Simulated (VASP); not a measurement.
# Li2ZnO2 (P4/mmm) in VASP: further runs

The runs below take Li2ZnO2 through single point, relaxation of cell and atoms, with PBE.

Program: VASP 6.6.1. These are calculated values, not measurements. Logs are shortened: lines on timing, memory, paths and dates and some standing lists are left out, and cuts for length are marked.

## (1) The cell of the first run

It takes space group P4/mmm (No. 123, tetragonal). The conventional cell has a = 2.913 Å, b = 2.913 Å, c = 5.232 Å, α = 90.00°, β = 90.00°, γ = 90.00°. Within 2.6 Å of Li (site symmetry mmm) lie 4 O at 1.95 Å and 4 Li at 2.06 Å. Within 3.2 Å of Zn (site symmetry 4/mmm) lie 8 O at 2.44 Å and 4 Zn at 2.91 Å and 8 Li at 2.99 Å. Within 2.6 Å of O (site symmetry 4mm) lie 4 Li at 1.95 Å and 4 Zn at 2.44 Å.

## (2) Single point, PBE

INCAR reads:

```
SYSTEM = Li2ZnO2
  ALGO = Normal
  EDIFF = 1E-7
  ENCUT = 520
  GGA = PE
  ISIF = 2
  ISMEAR = 0
  LASPH = .True.
  LCHARG = .True.
  LELF = .True.
  LREAL = .False.
  LVHAR = .True.
  LWAVE = .False.
  NBANDS = 23
  NELM = 100
  PREC = Accurate
  SIGMA = 0.1
```

KPOINTS reads:

```
k-points
0
Gamma
  6 6 4
  0 0 0
```

POSCAR reads:

```
Li2ZnO2
1.0
    2.9127450785      0.0000000000      0.0000000000
    0.0000000000      2.9127450785      0.0000000000
    0.0000000000      0.0000000000      5.2322712992
Li Zn O
2 1 2
Direct
    0.0000000000      0.5000000000      0.5000000000
    0.5000000000      0.0000000000      0.5000000000
    0.0000000000      0.0000000000      0.0000000000
    0.5000000000      0.5000000000      0.2509732794
    0.5000000000      0.5000000000      0.7490267206
```

Potentials or basis: VASP PAW PBE potentials, release 64 (Li_sv, Zn, O).

Command:

```console
> cat potpaw_PBE.64/Li_sv/POTCAR potpaw_PBE.64/Zn/POTCAR potpaw_PBE.64/O/POTCAR > POTCAR
> mpirun -np 1 vasp_std > vasp.out
```

OUTCAR:

```text
SYSTEM = Li2ZnO2
   EDIFF = 1E-7
   ENCUT = 520
   GGA = PE
   ISIF = 2
   ISMEAR = 0
   LASPH = .True.
   LREAL = .False.
   NELM = 100
   PREC = Accurate

 ion  position               nearest neighbor table
   1  0.000  0.500  0.500-   4 1.95   5 1.95   4 1.95   5 1.95   2 2.06   2 2.06   2 2.06   2 2.06

   2  0.500  0.000  0.500-   4 1.95   5 1.95   4 1.95   5 1.95   1 2.06   1 2.06   1 2.06   1 2.06

   3  0.000  0.000  0.000-   4 2.44   5 2.44   4 2.44   5 2.44   4 2.44   5 2.44   4 2.44   5 2.44

   4  0.500  0.500  0.251-   1 1.95   2 1.95   2 1.95   1 1.95   3 2.44   3 2.44   3 2.44   3 2.44

   5  0.500  0.500  0.749-   1 1.95   2 1.95   2 1.95   1 1.95   3 2.44   3 2.44   3 2.44   3 2.44

  LATTYP: Found a simple tetragonal cell.
 ALAT       =     2.9127450785
 C/A-ratio  =     1.7963368431

  Lattice vectors:

 A1 = (   2.9127450785,   0.0000000000,   0.0000000000)
 A2 = (   0.0000000000,   2.9127450785,   0.0000000000)
 A3 = (   0.0000000000,   0.0000000000,   5.2322712992)

Analysis of symmetry for initial positions (statically):
=====================================================================
 Subroutine PRICEL returns:
 Original cell was already a primitive cell.

 Routine SETGRP: Setting up the symmetry group for a
 simple tetragonal supercell.

 Subroutine GETGRP returns: Found 16 space group operations
 (whereof 16 operations were pure point group operations)
 out of a pool of 16 trial point group operations.

The static configuration has the point symmetry D_4h.

Analysis of symmetry for dynamics (positions and initial velocities):
=====================================================================
 Subroutine PRICEL returns:
 Original cell was already a primitive cell.

 Routine SETGRP: Setting up the symmetry group for a
 simple tetragonal supercell.

 Subroutine GETGRP returns: Found 16 space group operations
 (whereof 16 operations were pure point group operations)
 out of a pool of 16 trial point group operations.

The dynamic configuration has the point symmetry D_4h.

 Subroutine INISYM returns: Found 16 space group operations
 (whereof 16 operations are pure point group operations),
 and found     1 'primitive' translations

----------------------------------------------------------------------------------------

                                     Primitive cell

  volume of cell :      44.3910

  direct lattice vectors                    reciprocal lattice vectors
     2.912745078  0.000000000  0.000000000     0.343318750  0.000000000  0.000000000
     0.000000000  2.912745078  0.000000000     0.000000000  0.343318750  0.000000000
     0.000000000  0.000000000  5.232271299     0.000000000  0.000000000  0.191121588

  length of vectors
     2.912745078  2.912745078  5.232271299     0.343318750  0.343318750  0.191121588

  position of ions in fractional coordinates (direct lattice)
     0.000000000  0.500000000  0.500000000
     0.500000000  0.000000000  0.500000000
     0.000000000  0.000000000  0.000000000
     0.500000000  0.500000000  0.250973279
     0.500000000  0.500000000  0.749026721

  ion indices of the primitive-cell ions
   primitive index   ion index
                 1           1
                 2           2
                 3           3
                 4           4
                 5           5

----------------------------------------------------------------------------------------

 KPOINTS: k-points

Automatic generation of k-mesh.
 Grid dimensions read from file:
 generate k-points for:    6    6    4

 Generating k-lattice:

  Cartesian coordinates                     Fractional coordinates (reciprocal lattice)
     0.057219792  0.000000000  0.000000000     0.166666667  0.000000000  0.000000000
     0.000000000  0.057219792  0.000000000     0.000000000  0.166666667  0.000000000
     0.000000000  0.000000000  0.047780397     0.000000000  0.000000000  0.250000000

  Length of vectors
     0.057219792  0.057219792  0.047780397

  Shift w.r.t. Gamma in fractional coordinates (k-lattice)
     0.000000000  0.000000000  0.000000000

 Subroutine IBZKPT returns following result:
 ===========================================

 Found     30 irreducible k-points:

 Following reciprocal coordinates:
            Coordinates               Weight
  0.000000  0.000000  0.000000      1.000000
  0.166667  0.000000  0.000000      4.000000
  0.333333  0.000000  0.000000      4.000000
  0.500000  0.000000  0.000000      2.000000
  0.166667  0.166667  0.000000      4.000000
  0.333333  0.166667  0.000000      8.000000
[... 16 lines left out ...]
  0.333333  0.000000  0.500000      4.000000
  0.500000  0.000000  0.500000      2.000000
 [... further k-points ...]
   k-points           NKPTS =     30   k-points in BZ     NKDIM =     30   number of bands    NBANDS=     23
   number of dos      NEDOS =    301   number of ions     NIONS =      5
   total plane-waves  NPLWV =  23040
   dimension x,y,z NGX =    24 NGY =   24 NGZ =   40
   dimension x,y,z NGXF=    48 NGYF=   48 NGZF=   80
   ions per type =               2   1   2
   NGX,Y,Z   is equivalent  to a cutoff of  13.70, 13.70, 12.71 a.u.
   NGXF,Y,Z  is equivalent  to a cutoff of  27.40, 27.40, 25.42 a.u.
 SYSTEM =  Li2ZnO2
   PREC   = accura    normal or accurate (medium, high low for compatibility)
   ISTART =      0    job   : 0-new  1-cont  2-samecut
   ICHARG =      2    charge: 1-file 2-atom 10-const
   ISPIN  =      1    spin polarized calculation?
   LNONCOLLINEAR =      F non collinear calculations
   LSORBIT =      F    spin-orbit coupling
   LASPH  =      T    aspherical Exc in radial PAW
   ENCUT  =  520.0 eV  38.22 Ry    6.18 a.u.   5.42  5.42  9.73*2*pi/ulx,y,z
   NELM   =    100;   NELMIN=  2; NELMDL= -5     # of ELM steps
   EDIFF  = 0.1E-06   stopping-criterion for ELM
   LREAL  =      F    real-space projection
   EDIFFG = 0.1E-05   stopping-criterion for IOM
   NSW    =      0    number of steps for IOM
   IBRION =     -1    ionic relax: 0-MD 1-quasi-New 2-CG
   NFREE  =      0    steps in history (QN), initial steepest desc. (CG)
   ISIF   =      2    stress and relaxation
   ISYM   =      2    0-nonsym 1-usesym 2-fastsym
   POTIM  = 0.5000    time-step for ionic-motion
   TEBEG  =    0.0;   TEEND  =   0.0 temperature during run
   PSTRESS=    0.0 pullay stress
   NELECT =      30.0000    total number of electrons
   NUPDOWN=      -1.0000    fix difference up-down
   EMIN   =  10.00;   EMAX   =-10.00  energy-range for DOS
   EFERMI =   0.00;   METHOD = LEGACY
   ISMEAR =     0;   SIGMA  =   0.10  broadening in eV -4-tet -1-fermi 0-gaus
   EFERMI_NEDOS =   21; number of points for ismear=-14 and -15
   IALGO  =     38    algorithm
   IMIX   =      4    mixing-type and parameters
     AMIX     =   0.40;   BMIX     =  1.00
     AMIX_MAG =   1.60;   BMIX_MAG =  1.00
  volume/ion in A,a.u.               =       8.88        59.91
  Fermi-wavevector in a.u.,A,eV,Ry     =   1.436647  2.714870 28.081821  2.063956
  Thomas-Fermi vector in A             =   2.555812
   LORBIT       =      0    0 simple, 1 ext, 2 COOP (PROOUT), +10 PAW based schemes
   GGA     = PE    functional components
   LHFCALC =     F    Hartree Fock is set to
   AEXX    =    0.0000 exact exchange contribution
   IVDW    =     0    specifies the selected vdW correction
   LEPSILON=     F    determine dielectric tensor
   LRPA    =     F    only Hartree local field effects (RPA)
 non-spin polarized calculation
 Gauss-broadening in eV      SIGMA  =   0.10
  energy-cutoff  :      520.00
  volume of cell :       44.39
 maximum number of plane-waves:      1219
 NGX is ok and might be reduce to    24
   NGX = 11   NGY = 11   NGZ = 19

 number of electron      29.9999964 magnetization

 Free energy of the ion-electron system (eV)
  ---------------------------------------------------
  ext. energy  EPLUGINS =         0.00000000
  ---------------------------------------------------
  free energy    TOTEN  =       -20.01576439 eV

  energy without entropy =      -20.01559083  energy(sigma->0) =      -20.01567761

 E-fermi :   3.3108     XC(G=0): -11.0065

 val. band max:        3.1574238268   @ k =   0.5000   0.5000   0.0000
 cond. band min:       3.4384739302   @ k =   0.5000   0.5000   0.0000
 fundamental gap:      0.2810501034
 Fermi energy:         3.3107636244

 k-point     1 :       0.0000    0.0000    0.0000
  band No.  band energies     occupation
      1     -42.3011      2.00000
      2     -41.7517      2.00000
      3     -14.4127      2.00000
      4     -13.6422      2.00000
      5      -3.4443      2.00000
      6      -3.1536      2.00000
[... 15 lines left out ...]
     22      16.9261      0.00000
     23      17.3651      0.00000

 k-point     2 :       0.1667    0.0000    0.0000
  band No.  band energies     occupation
      1     -42.2616      2.00000
      2     -41.7856      2.00000
      3     -14.2992      2.00000
      4     -13.5285      2.00000
      5      -3.3181      2.00000
      6      -3.0934      2.00000
[... 15 lines left out ...]
     22      17.1029      0.00000
     23      17.1333      0.00000

 k-point     3 :       0.3333    0.0000    0.0000
  band No.  band energies     occupation
      1     -42.1554      2.00000
      2     -41.8803      2.00000
      3     -14.0574      2.00000
      4     -13.2870      2.00000
      5      -3.3005      2.00000
      6      -2.9964      2.00000
[... 15 lines left out ...]
     22      16.1848      0.00000
     23      17.2328      0.00000

 k-point     4 :       0.5000    0.0000    0.0000
  band No.  band energies     occupation
      1     -42.0175      2.00000
      2     -42.0125      2.00000
      3     -13.9277      2.00000
      4     -13.1581      2.00000
      5      -3.5107      2.00000
      6      -2.9712      2.00000
[... 15 lines left out ...]
     22      16.4666      0.00000
     23      18.6401      0.00000

 k-point     5 :       0.1667    0.1667    0.0000
  band No.  band energies     occupation
      1     -42.2267      2.00000
      2     -41.8142      2.00000
      3     -14.1970      2.00000
      4     -13.4154      2.00000
      5      -3.1847      2.00000
      6      -3.0327      2.00000
[... 15 lines left out ...]
     22      16.3335      0.00000
     23      17.5186      0.00000

 k-point     6 :       0.3333    0.1667    0.0000
  band No.  band energies     occupation
      1     -42.1334      2.00000
      2     -41.8951      2.00000
      3     -13.9803      2.00000
      4     -13.1750      2.00000
      5      -3.0657      2.00000
      6      -3.0284      2.00000
[... 15 lines left out ...]
     22      16.7336      0.00000
     23      16.8111      0.00000

 k-point     7 :       0.5000    0.1667    0.0000
  band No.  band energies     occupation
      1     -42.0130      2.00000
      2     -42.0092      2.00000
      3     -13.8654      2.00000
      4     -13.0463      2.00000
      5      -3.2172      2.00000
      6      -2.9658      2.00000
[... 353 lines left out ...]
     22      18.3526      0.00000
     23      18.3526      0.00000

 k-point    21 :       0.0000    0.0000    0.5000
  band No.  band energies     occupation
      1     -42.3009      2.00000
      2     -41.7517      2.00000
      3     -14.2333      2.00000
      4     -13.8713      2.00000
      5      -3.2747      2.00000
      6      -3.1548      2.00000
[... 15 lines left out ...]
     22      15.3685      0.00000
     23      17.3833      0.00000

 k-point    22 :       0.1667    0.0000    0.5000
  band No.  band energies     occupation
      1     -42.2615      2.00000
      2     -41.7856      2.00000
      3     -14.0785      2.00000
      4     -13.8022      2.00000
      5      -3.1925      2.00000
      6      -3.0762      2.00000
[... 15 lines left out ...]
     22      16.0787      0.00000
     23      17.4214      0.00000

 k-point    23 :       0.3333    0.0000    0.5000
  band No.  band energies     occupation
      1     -42.1554      2.00000
      2     -41.8805      2.00000
      3     -13.7410      2.00000
      4     -13.6575      2.00000
      5      -3.2442      2.00000
      6      -2.9450      2.00000
[... 15 lines left out ...]
     22      16.0854      0.00000
     23      17.3431      0.00000

 k-point    24 :       0.5000    0.0000    0.5000
  band No.  band energies     occupation
      1     -42.0176      2.00000
      2     -42.0125      2.00000
      3     -13.5816      2.00000
      4     -13.5553      2.00000
      5      -3.4617      2.00000
      6      -2.9309      2.00000
[... 15 lines left out ...]
     22      15.7340      0.00000
     23      17.4197      0.00000

 [... further k-points ...]
[... 5 lines left out ...]
  --------------------------------------------------------------------------------------
  -------------------------------------------------------------------------------------
  Total        0.0980887      0.0980887      0.0710248      0.0000000     -0.0000000      0.0000000
  in kB        3.5402525      3.5402525      2.5634534      0.0000000     -0.0000000      0.0000000
  external PRESSURE =       3.2146528 kB  Pullay stress =       0.0000000 kB

 VOLUME and BASIS-vectors are now :
 -----------------------------------------------------------------------------
  energy-cutoff  :      520.00
  volume of cell :       44.39
      direct lattice vectors                 reciprocal lattice vectors
     2.912745078  0.000000000  0.000000000     0.343318750  0.000000000  0.000000000
     0.000000000  2.912745078  0.000000000     0.000000000  0.343318750  0.000000000
     0.000000000  0.000000000  5.232271299     0.000000000  0.000000000  0.191121588

 POSITION                                       TOTAL-FORCE (eV/Angst)
 -----------------------------------------------------------------------------------
      0.00000      1.45637      2.61614         0.000000      0.000000      0.000000
      1.45637      0.00000      2.61614         0.000000      0.000000      0.000000
      0.00000      0.00000      0.00000         0.000000      0.000000      0.000000
      1.45637      1.45637      1.31316         0.000000     -0.000000     -0.014302
      1.45637      1.45637      3.91911        -0.000000      0.000000      0.014302
 -----------------------------------------------------------------------------------
    total drift:                                0.000000     -0.000000      0.000000

  FREE ENERGIE OF THE ION-ELECTRON SYSTEM (eV)
  ---------------------------------------------------
  free  energy   TOTEN  =       -20.0157643937 eV

  energy  without entropy=      -20.0155908272  energy(sigma->0) =      -20.01567761
```

It took 27 s on 1 thread of Oxide Virtual Turin-like, shared host; peak memory 0.14 GiB.

What came out:

| Quantity | Value |
| --- | --- |
| Free energy | -20.0158 eV |
| Largest force | 0.014 eV/Å |
| Band gap on the k mesh | 0.28 eV, direct |

Forces in eV/Å, atoms in the order of the input:
```
Li   0.000  0.000  0.000
Li   0.000  0.000  0.000
Zn   0.000  0.000  0.000
O    0.000  0.000 -0.014
O    0.000  0.000  0.014
```

Caveat: the cutoff is under 1.25 times the usual one of these potentials, so pressure, stress and relaxed cells hold a basis-set (Pulay) error. A k mesh can miss the band edges.

(Part 1 of 3 ends here.)
